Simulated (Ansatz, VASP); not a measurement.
# BaTe: VASP beside Ansatz

File POSCAR:

```
BaTe
1.0
    4.2448181589      0.0000000000      0.0000000000
    0.0000000000      4.2448181589      0.0000000000
    0.0000000000      0.0000000000      4.2448181589
Ba Te
1 1
Direct
    0.0000000000      0.0000000000      0.0000000000
    0.5000000000      0.5000000000      0.5000000000
```

File INCAR.step1:

```
PREC = Accurate
ENCUT = 520
EDIFF = 1E-5
ISMEAR = 0
SIGMA = 0.01
LREAL = F
LASPH = T
NELM = 60
ALGO = Normal
ISIF = 2
LWAVE = T
LCHARG = F
NBANDS = 15
GGA = PE
```

File INCAR.step2:

```
PREC = Accurate
ENCUT = 520
EDIFF = 1E-7
ISMEAR = 0
SIGMA = 0.01
LREAL = F
LASPH = T
NELM = 60
ALGO = Normal
ISIF = 2
LWAVE = F
LCHARG = F
GGA = PE
LHFCALC = T
AEXX = 0.5
PRECFOCK = Normal
NBANDS = 15
ISTART = 1
```

Contents of KPOINTS:

```
regular mesh
0
Gamma
  4 4 4
```

Input for Ansatz:

```yaml
crystal:
  lattice:
    - [4.2448181589, 0.0, 0.0]
    - [0.0, 4.2448181589, 0.0]
    - [0.0, 0.0, 4.2448181589]
  atoms:
    - { symbol: Ba, position: [0.0, 0.0, 0.0] }
    - { symbol: Te, position: [0.5, 0.5, 0.5] }
kpoints:
  mp_grid: { grid: [4, 4, 4] }
hamiltonian:
  xc: { exchange: pbe, correlation: pbe, exx: { coeff: 0.5 } }
scf:
  occupations: { method: fixed }
  n_extra_bands: 4
output:
  forces: true
  stress: true
  eigenvalues: true
```

Alike in both runs: task single point; functional PBE-based global hybrid; k mesh 4 × 4 × 4; no spin polarisation.

|  | VASP | Ansatz |
| --- | --- | --- |
| version | VASP 6.6.1 | Ansatz 0.2.0 |
| potentials or method | VASP PAW PBE potentials, release 64 (Ba_sv, Te) | plane waves |
| plane-wave cutoff (eV) | 520 | 420 |
| occupations | gaussian, width 0.01 eV | fixed |
| valence electrons in the cell | 16 | 26 |

Ansatz gave:

| Item | Value |
| --- | --- |
| gap on the k mesh at the Fermi level (eV) | 3.55 |
| pressure (GPa) | -0.8 |

Problem. What did VASP give for the same quantities?

Solution. gap on the k mesh at the Fermi level (eV): 3.60; pressure (GPa): -0.8.

VASP's potentials were made for PBE, not for PBE-based global hybrid. VASP's potentials hold 16 valence electrons a cell and Ansatz's 26, so a difference there can come from the potentials and not from the codes. Ansatz's warnings: stress exchange threshold loose, stress scf threshold loose.

Neither program's run includes spin-orbit coupling.
